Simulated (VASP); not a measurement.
# Sn (C2/c) in VASP: further runs

The runs below take Sn through single point, with PBE.

Program: VASP 6.6.1. These are calculated values, not measurements. Logs are shortened: lines on timing, memory, paths and dates and some standing lists are left out, and cuts for length are marked.

### 1 The cell of the first run

The typed cell holds 2 atoms: a = 4.507 Å, b = 4.507 Å, c = 4.504 Å, α = 97.25°, β = 97.25°, γ = 138.32°.

### 2 Single point, PBE

Contents of INCAR:

```
SYSTEM = Sn
  PREC = Accurate
  ENCUT = 520
  EDIFF = 1E-6
  ISMEAR = -1
  SIGMA = 0.01
  LREAL = .False.
  LASPH = .True.
  NELM = 100
  ALGO = Normal
  ISIF = 2
  LWAVE = .False.
  LCHARG = .False.
  GGA = PE
  NBANDS = 21
```

Contents of KPOINTS:

```
regular mesh
0
Gamma
  11 11 8
  0 0 0
```

Contents of POSCAR:

```
Sn
1.0
   -2.9773321013      2.9790067394      1.6030901642
    2.9790067394     -2.9773321013      1.6030901642
    2.9770686044      2.9770686044     -1.6000204610
Sn
2
Direct
    0.0000231878      0.9999768122      0.0000000000
    0.7499768122      0.2500231878      0.5000000000
```

Potentials or basis: VASP PAW PBE potentials, release 64 (Sn_d).

Run with:

```sh
$ cat potpaw_PBE.64/Sn_d/POTCAR > POTCAR
$ mpirun -np 1 vasp_std > vasp.out
```

OUTCAR:

```text
SYSTEM = Sn
   PREC = Accurate
   ENCUT = 520
   EDIFF = 1E-6
   ISMEAR = -1
   LREAL = .False.
   LASPH = .True.
   NELM = 100
   ISIF = 2
   GGA = PE

 ion  position               nearest neighbor table
   1  0.000  1.000  0.000-   2 3.08   2 3.08   2 3.08   2 3.08
   2  0.750  0.250  0.500-   1 3.08   1 3.08   1 3.08   1 3.08

  LATTYP: Found a base centered monoclinic cell.
 ALAT       =     3.2061812031
 B/A-ratio  =     2.6272798189
 C/A-ratio  =     1.4047838613
 COS(beta)  =    -0.3545544096

  Lattice vectors:

 A1 = (  -2.9773321013,   2.9790067394,   1.6030901642)
 A2 = (   2.9790067394,  -2.9773321013,   1.6030901642)
 A3 = (   2.9770686044,   2.9770686044,  -1.6000204610)

Analysis of symmetry for initial positions (statically):
=====================================================================
 Subroutine PRICEL returns:
 Original cell was already a primitive cell.

 Routine SETGRP: Setting up the symmetry group for a
 base centered monoclinic supercell.

 Subroutine GETGRP returns: Found  4 space group operations
 (whereof  2 operations were pure point group operations)
 out of a pool of  4 trial point group operations.

The static configuration has the point symmetry C_2 .
 The point group associated with its full space group is C_2h.

Analysis of symmetry for dynamics (positions and initial velocities):
=====================================================================
 Subroutine PRICEL returns:
 Original cell was already a primitive cell.

 Routine SETGRP: Setting up the symmetry group for a
 base centered monoclinic supercell.

 Subroutine GETGRP returns: Found  4 space group operations
 (whereof  2 operations were pure point group operations)
 out of a pool of  4 trial point group operations.

The dynamic configuration has the point symmetry C_2 .
 The point group associated with its full space group is C_2h.

 Subroutine INISYM returns: Found  4 space group operations
 (whereof  2 operations are pure point group operations),
 and found     1 'primitive' translations

----------------------------------------------------------------------------------------

                                     Primitive cell

  volume of cell :      56.8693

  direct lattice vectors                    reciprocal lattice vectors
    -2.977332101  2.979006739  1.603090164    -0.000153283  0.167735084  0.311810085
     2.979006739 -2.977332101  1.603090164     0.167735084 -0.000153283  0.311810085
     2.977068604  2.977068604 -1.600020461     0.167903313  0.167903313 -0.000175397

  length of vectors
     4.506538103  4.506538103  4.503991610     0.354063004  0.354063004  0.237451207

  position of ions in fractional coordinates (direct lattice)
     0.000023188  0.999976812  1.000000000
     0.749976812  0.250023188  0.500000000

  ion indices of the primitive-cell ions
   primitive index   ion index
                 1           1
                 2           2

----------------------------------------------------------------------------------------

 KPOINTS: regular mesh

Automatic generation of k-mesh.
 Grid dimensions read from file:
 generate k-points for:   11   11    8

 Generating k-lattice:

  Cartesian coordinates                     Fractional coordinates (reciprocal lattice)
    -0.000013935  0.015248644  0.028346371     0.090909091  0.000000000 -0.000000000
     0.015248644 -0.000013935  0.028346371     0.000000000  0.090909091 -0.000000000
     0.020987914  0.020987914 -0.000021925    -0.000000000 -0.000000000  0.125000000

  Length of vectors
     0.032187546  0.032187546  0.029681401

  Shift w.r.t. Gamma in fractional coordinates (k-lattice)
     0.000000000  0.000000000  0.000000000

 Subroutine IBZKPT returns following result:
 ===========================================

 Found    270 irreducible k-points:

 Following reciprocal coordinates:
            Coordinates               Weight
  0.000000  0.000000  0.000000      1.000000
  0.090909 -0.000000  0.000000      4.000000
  0.181818  0.000000 -0.000000      4.000000
  0.272727  0.000000  0.000000      4.000000
  0.363636  0.000000  0.000000      4.000000
  0.454545  0.000000  0.000000      4.000000
[... 16 lines left out ...]
 -0.272727  0.181818  0.000000      4.000000
 -0.181818  0.181818  0.000000      2.000000
 [... further k-points ...]
   k-points           NKPTS =    270   k-points in BZ     NKDIM =    270   number of bands    NBANDS=     21
   number of dos      NEDOS =    301   number of ions     NIONS =      2
   total plane-waves  NPLWV =  46656
   dimension x,y,z NGX =    36 NGY =   36 NGZ =   36
   dimension x,y,z NGXF=    72 NGYF=   72 NGZF=   72
   ions per type =               2
   NGX,Y,Z   is equivalent  to a cutoff of  13.28, 13.28, 13.29 a.u.
   NGXF,Y,Z  is equivalent  to a cutoff of  26.56, 26.56, 26.58 a.u.
 SYSTEM =  Sn
   PREC   = accura    normal or accurate (medium, high low for compatibility)
   ISTART =      0    job   : 0-new  1-cont  2-samecut
   ICHARG =      2    charge: 1-file 2-atom 10-const
   ISPIN  =      1    spin polarized calculation?
   LNONCOLLINEAR =      F non collinear calculations
   LSORBIT =      F    spin-orbit coupling
   LASPH  =      T    aspherical Exc in radial PAW
   ENCUT  =  520.0 eV  38.22 Ry    6.18 a.u.   8.38  8.38  8.37*2*pi/ulx,y,z
   NELM   =    100;   NELMIN=  2; NELMDL= -5     # of ELM steps
   EDIFF  = 0.1E-05   stopping-criterion for ELM
   LREAL  =      F    real-space projection
   EDIFFG = 0.1E-04   stopping-criterion for IOM
   NSW    =      0    number of steps for IOM
   IBRION =     -1    ionic relax: 0-MD 1-quasi-New 2-CG
   NFREE  =      0    steps in history (QN), initial steepest desc. (CG)
   ISIF   =      2    stress and relaxation
   ISYM   =      2    0-nonsym 1-usesym 2-fastsym
   POTIM  = 0.5000    time-step for ionic-motion
   TEBEG  =    0.0;   TEEND  =   0.0 temperature during run
   PSTRESS=    0.0 pullay stress
   NELECT =      28.0000    total number of electrons
   NUPDOWN=      -1.0000    fix difference up-down
   EMIN   =  10.00;   EMAX   =-10.00  energy-range for DOS
   EFERMI =   0.00;   METHOD = LEGACY
   ISMEAR =    -1;   SIGMA  =   0.01  broadening in eV -4-tet -1-fermi 0-gaus
   EFERMI_NEDOS =   21; number of points for ismear=-14 and -15
   IALGO  =     38    algorithm
   IMIX   =      4    mixing-type and parameters
     AMIX     =   0.40;   BMIX     =  1.00
     AMIX_MAG =   1.60;   BMIX_MAG =  1.00
  volume/ion in A,a.u.               =      28.43       191.89
  Fermi-wavevector in a.u.,A,eV,Ry     =   1.292711  2.442870 22.736723  1.671102
  Thomas-Fermi vector in A             =   2.424402
   LORBIT       =      0    0 simple, 1 ext, 2 COOP (PROOUT), +10 PAW based schemes
   GGA     = PE    functional components
   LHFCALC =     F    Hartree Fock is set to
   AEXX    =    0.0000 exact exchange contribution
   IVDW    =     0    specifies the selected vdW correction
   LEPSILON=     F    determine dielectric tensor
   LRPA    =     F    only Hartree local field effects (RPA)
 non-spin polarized calculation
  energy-cutoff  :      520.00
  volume of cell :       56.87
 maximum number of plane-waves:      1549
 NGX is ok and might be reduce to    36
   NGX = 17   NGY = 17   NGZ = 17

 number of electron      27.9999994 magnetization

 Free energy of the ion-electron system (eV)
  ---------------------------------------------------
  ext. energy  EPLUGINS =         0.00000000
  ---------------------------------------------------
  free energy    TOTEN  =        -7.61970525 eV

  energy without entropy =       -7.61937403  energy(sigma->0) =       -7.61953964

 E-fermi :   7.3832     XC(G=0): -10.0869

 val. band max:        7.3822976935   @ k =   0.2727   0.2727   0.5000
 cond. band min:       7.3999846864   @ k =   0.3636   0.0000   0.1250
 fundamental gap:      0.0176869929
 Fermi energy:         7.3831725132

 k-point     1 :       0.0000    0.0000    0.0000
  band No.  band energies     occupation
      1     -14.1796      2.00000
      2     -14.1202      2.00000
      3     -14.0714      2.00000
      4     -14.0691      2.00000
      5     -13.9314      2.00000
      6     -13.9310      2.00000
[... 13 lines left out ...]
     20      16.9251      0.00000
     21      17.6099      0.00000

 k-point     2 :       0.0909   -0.0000    0.0000
  band No.  band energies     occupation
      1     -14.1752      2.00000
      2     -14.1045      2.00000
      3     -14.0641      2.00000
      4     -14.0533      2.00000
      5     -13.9417      2.00000
      6     -13.9400      2.00000
[... 13 lines left out ...]
     20      16.6167      0.00000
     21      16.7450      0.00000

 k-point     3 :       0.1818    0.0000   -0.0000
  band No.  band energies     occupation
      1     -14.1618      2.00000
      2     -14.0652      2.00000
      3     -14.0506      2.00000
      4     -14.0136      2.00000
      5     -13.9638      2.00000
      6     -13.9474      2.00000
[... 13 lines left out ...]
     20      15.2873      0.00000
     21      15.6643      0.00000

 k-point     4 :       0.2727    0.0000    0.0000
  band No.  band energies     occupation
      1     -14.1436      2.00000
      2     -14.0344      2.00000
      3     -14.0296      2.00000
      4     -14.0016      2.00000
      5     -13.9868      2.00000
      6     -13.9515      2.00000
[... 13 lines left out ...]
     20      14.3495      0.00000
     21      15.9313      0.00000

 k-point     5 :       0.3636    0.0000    0.0000
  band No.  band energies     occupation
      1     -14.1273      2.00000
      2     -14.0319      2.00000
      3     -14.0285      2.00000
      4     -14.0129      2.00000
      5     -13.9917      2.00000
      6     -13.9677      2.00000
[... 13 lines left out ...]
     20      14.4045      0.00000
     21      16.8515      0.00000

 k-point     6 :       0.4545    0.0000    0.0000
  band No.  band energies     occupation
      1     -14.1164      2.00000
      2     -14.0513      2.00000
      3     -14.0405      2.00000
      4     -14.0063      2.00000
      5     -13.9819      2.00000
      6     -13.9776      2.00000
[... 13 lines left out ...]
     20      16.2857      0.00000
     21      17.1248      0.00000

 k-point     7 :       0.0909    0.0909    0.0000
  band No.  band energies     occupation
      1     -14.1668      2.00000
      2     -14.0634      2.00000
      3     -14.0546      2.00000
      4     -14.0066      2.00000
      5     -13.9622      2.00000
      6     -13.9574      2.00000
[... 13 lines left out ...]
     20      15.2115      0.00000
     21      15.3762      0.00000
[... 291 lines left out ...]
      1     -14.1087      2.00000
      2     -14.0531      2.00000
      3     -14.0326      2.00000
      4     -13.9962      2.00000
      5     -13.9855      2.00000
      6     -13.9546      2.00000
[... 13 lines left out ...]
     20      15.6911      0.00000
     21      16.4460      0.00000

 k-point    21 :      -0.4545    0.1818    0.0000
  band No.  band energies     occupation
      1     -14.1115      2.00000
      2     -14.0431      2.00000
      3     -14.0361      2.00000
      4     -14.0056      2.00000
      5     -13.9794      2.00000
      6     -13.9543      2.00000
[... 13 lines left out ...]
     20      15.5625      0.00000
     21      16.1343      0.00000

 k-point    22 :      -0.3636    0.1818   -0.0000
  band No.  band energies     occupation
      1     -14.1254      2.00000
      2     -14.0725      2.00000
      3     -14.0457      2.00000
      4     -14.0193      2.00000
      5     -13.9711      2.00000
      6     -13.9418      2.00000
[... 13 lines left out ...]
     20      15.8345      0.00000
     21      16.8384      0.00000

 k-point    23 :      -0.2727    0.1818    0.0000
  band No.  band energies     occupation
      1     -14.1423      2.00000
      2     -14.1085      2.00000
      3     -14.0731      2.00000
      4     -14.0374      2.00000
      5     -13.9538      2.00000
      6     -13.9258      2.00000
[... 13 lines left out ...]
     20      17.2645      0.00000
     21      17.8195      0.00000

 k-point    24 :      -0.1818    0.1818    0.0000
  band No.  band energies     occupation
      1     -14.1561      2.00000
      2     -14.1229      2.00000
      3     -14.0838      2.00000
      4     -14.0503      2.00000
      5     -13.9429      2.00000
      6     -13.9209      2.00000
[... 13 lines left out ...]
     20      17.4689      0.00000
     21      17.6342      0.00000

 [... further k-points ...]

------------------------ aborting loop because EDIFF is reached ----------------------------------------

  FORCE on cell =-STRESS in cart. coord.  units (eV):
  Direction    XX          YY          ZZ          XY          YZ          ZX
  --------------------------------------------------------------------------------------
  -------------------------------------------------------------------------------------
  Total       -0.0118538     -0.0118538     -0.0757495      0.0372090     -0.0227268     -0.0227267
  in kB       -0.3339558     -0.3339558     -2.1340878      1.0482873     -0.6402800     -0.6402783
  external PRESSURE =      -0.9339998 kB  Pullay stress =       0.0000000 kB

 VOLUME and BASIS-vectors are now :
 -----------------------------------------------------------------------------
  energy-cutoff  :      520.00
  volume of cell :       56.87
      direct lattice vectors                 reciprocal lattice vectors
    -2.977332101  2.979006739  1.603090164    -0.000153283  0.167735084  0.311810085
     2.979006739 -2.977332101  1.603090164     0.167735084 -0.000153283  0.311810085
     2.977068604  2.977068604 -1.600020461     0.167903313  0.167903313 -0.000175397

 POSITION                                       TOTAL-FORCE (eV/Angst)
 -----------------------------------------------------------------------------------
      2.97887     -2.97719      1.60309        -0.003585      0.003585      0.000000
      0.00043      2.97832      0.80308         0.003585     -0.003585     -0.000000
 -----------------------------------------------------------------------------------
    total drift:                                0.000000     -0.000000      0.000000

  FREE ENERGIE OF THE ION-ELECTRON SYSTEM (eV)
  ---------------------------------------------------
  free  energy   TOTEN  =        -7.6197052487 eV

  energy  without entropy=       -7.6193740293  energy(sigma->0) =       -7.61953964
```

Run time: 1.8 min. Hardware: 1 thread of Intel Xeon 6975P-C (Granite Rapids), shared host; peak memory 0.38 GiB.

What came out:

```yaml
Free_energy: -7.6197 eV
Pressure: -0.1 GPa
Largest_force: 0.005 eV/Å
Band_gap_on_the_k_mesh: zero (bands 14 and 15 overlap by 3.51 eV)
```

Forces in eV/Å, atoms in the order of the input:
```
Sn  -0.004  0.004  0.000
Sn   0.004 -0.004  0.000
```

Caveat: spin-orbit coupling is left out, which moves the levels of the heavy elements.

### 3 Single point, PBE

Contents of INCAR:

```
SYSTEM = Sn
ALGO = Normal
EDIFF = 1E-6
ENCUT = 520
GGA = PE
ISIF = 2
ISMEAR = -1
LASPH = .TRUE.
LCHARG = .FALSE.
LREAL = .FALSE.
LWAVE = .FALSE.
NBANDS = 21
NELM = 60
PREC = Accurate
SIGMA = 0.03
```

Contents of KPOINTS:

```
k-points
0
G
  11 11 8
  0 0 0
```

POSCAR is that of step 2.

Potentials or basis: VASP PAW PBE potentials, release 64 (Sn_d).

Run with:

```sh
$ cat potpaw_PBE.64/Sn_d/POTCAR > POTCAR
$ mpirun -np 1 vasp_std > vasp.out
```

It took 1.9 min on 1 thread of Intel Xeon 6975P-C (Granite Rapids), shared host; peak memory 0.38 GiB.

Results (log left out):

- Free energy: -7.6208 eV
- Pressure: -0.1 GPa
- Largest force: 0.004 eV/Å
- Band gap on the k mesh: zero (bands 14 and 15 overlap by 3.51 eV)

Forces in eV/Å, atoms in the order of the input:
```
Sn  -0.003  0.003  0.000
Sn   0.003 -0.003  0.000
```

Stress tensor (GPa, compression positive):
```
-0.04  0.05 -0.05
 0.05 -0.04 -0.05
-0.05 -0.05 -0.20
```

Levels at points of the mesh, in eV from the Fermi level:
```tsv
k point	band 11	band 12	band 13	band 14	band 15	band 16	band 17	band 18
(0.00, 0.00, 0.00)	-10.76	-3.85	-1.86	-1.86	3.04	5.93	5.93	6.74
(0.00, 0.00, 0.50)	-8.64	-8.64	0.58	0.58	1.44	1.44	6.03	6.03
```

Caveat: spin-orbit coupling is left out, which moves the levels of the heavy elements.

### 4 Single point, PBE

Contents of INCAR:

```
SYSTEM = Sn
  PREC = Accurate
  ENCUT = 520
  EDIFF = 1E-7
  ISMEAR = -1
  SIGMA = 0.2
  LREAL = .False.
  LASPH = .True.
  NELM = 60
  ALGO = Normal
  ISIF = 2
  LWAVE = .False.
  LCHARG = .False.
  GGA = PE
  NBANDS = 21
```

Contents of KPOINTS:

```
Automatic mesh
0
Gamma
  11 11 8
  0 0 0
```

POSCAR is that of step 3.

Run with:

```sh
$ cat potpaw_PBE.64/Sn_d/POTCAR > POTCAR
$ mpirun -np 1 vasp_std > vasp.out
```

Wall time 2.2 min (1 thread of Intel Xeon 6975P-C (Granite Rapids), shared host); peak memory 0.38 GiB.

It converged, with:

| Quantity | Value |
| --- | --- |
| Free energy | -7.6816 eV |
| Pressure | 0.1 GPa |
| Band gap on the k mesh | zero (bands 14 and 15 overlap by 3.51 eV) |

Levels at points of the mesh, in eV from the Fermi level:
```csv
k point,band 10,band 11,band 12,band 13,band 14,band 15,band 16,band 17,band 18,band 19
"(0.00, 0.00, 0.00)",-21.15,-10.78,-3.87,-1.88,-1.88,3.02,5.91,5.91,6.72,6.83
"(0.00, 0.00, 0.50)",-21.26,-8.65,-8.65,0.56,0.56,1.42,1.42,6.02,6.02,9.51
```

Caveat: spin-orbit coupling is left out, which moves the levels of the heavy elements.

### 5 Single point, PBE

Contents of INCAR:

```
ALGO     = Normal         # electronic algorithm
EDIFF    = 1E-7           # SCF threshold, eV
ENCUT    = 520            # plane-wave cutoff, eV
GGA      = PE             # functional
ISIF     = 2              # what is computed and relaxed
ISMEAR   = 1              # smearing method
LASPH    = True           # aspherical terms in the spheres
LCHARG   = False          # write CHGCAR
LREAL    = False          # projectors in reciprocal space
LWAVE    = False          # write WAVECAR
NBANDS   = 21             # bands
NELM     = 60             # most SCF steps
PREC     = Accurate       # precision mode
SIGMA    = 0.1            # smearing width, eV
```

Contents of KPOINTS:

```
k-points
0
Gamma
  11 11 8
```

POSCAR is that of step 4.

Run with:

```sh
$ cat potpaw_PBE.64/Sn_d/POTCAR > POTCAR
$ mpirun -np 1 vasp_std > vasp.out
```

It took 7.7 min on 1 thread of Intel Xeon 8259CL, shared host; peak memory 0.39 GiB.

It converged, with:

```
Free energy            : -7.6197 eV
Pressure               : -0.1 GPa
Largest force          : 0.005 eV/Å
Band gap on the k mesh : zero (bands 14 and 15 overlap by 3.51 eV)
```

Forces in eV/Å, atoms in the order of the input:
```
Sn  -0.004  0.004  0.000
Sn   0.004 -0.004  0.000
```

Stress tensor (GPa, compression positive):
```
-0.04  0.05 -0.06
 0.05 -0.04 -0.06
-0.06 -0.06 -0.23
```

Levels at points of the mesh, in eV from the Fermi level:
| k point | band 11 | band 12 | band 13 | band 14 | band 15 | band 16 | band 17 | band 18 |
| --- | --- | --- | --- | --- | --- | --- | --- | --- |
| (0.00, 0.00, 0.00) | -10.76 | -3.85 | -1.86 | -1.86 | 3.04 | 5.93 | 5.93 | 6.74 |
| (0.00, 0.00, 0.50) | -8.64 | -8.64 | 0.58 | 0.58 | 1.44 | 1.44 | 6.03 | 6.03 |

Caveat: spin-orbit coupling is left out, which moves the levels of the heavy elements.

### 6 Summary

| smearing | gap on the mesh (eV) | pressure (GPa) | largest force (eV/Å) |
| --- | --- | --- | --- |
| fermi-dirac 0.01 eV | none | -0.1 | 0.01 |
| fermi-dirac 0.03 eV | none | -0.1 | - |
| fermi-dirac 0.2 eV | none | 0.1 | - |
| methfessel-paxton 0.1 eV | none | -0.1 | 0.01 |

Alike in all rows: task single point; level PBE; potentials or basis VASP PAW PBE potentials, release 64 (Sn_d); no spin polarisation; cell as given; k mesh 11 × 11 × 8; cutoff (eV) 520.

Caveats: spin-orbit coupling is left out, which moves the levels of the heavy elements.

Total energies depend on the potentials used, so only differences within one code and one set of settings carry meaning.
